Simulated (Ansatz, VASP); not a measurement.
## Nb: VASP beside Ansatz

```
Nb
1.0
     0.00000    2.10961    2.10961
     2.10961    0.00000    2.10961
     2.10961    2.10961    0.00000
Nb
1
Direct
  0.00000 0.00000 0.00000
```

Alike in both runs: functional PBE; k mesh 16 × 16 × 16; occupations fermi-dirac, width 0.08 eV; no spin polarisation.

Ansatz relaxed the structure, and its values are those at the end. VASP's run is a single point on that final structure, the one shown.

```csv
,VASP,Ansatz
version,VASP 6.6.1,Ansatz 0.2.0
potentials or method,"VASP PAW PBE potentials, release 64 (Nb_sv)","PAW with Ansatz's default frozen-core files, scalar-relativistic"
plane-wave cutoff (eV),520,420
valence electrons in the cell,13,13
```

|  | VASP | Ansatz | Ansatz less VASP |
| --- | --- | --- | --- |
| pressure (GPa) | -0.3 | 0.0 | +0.31 |
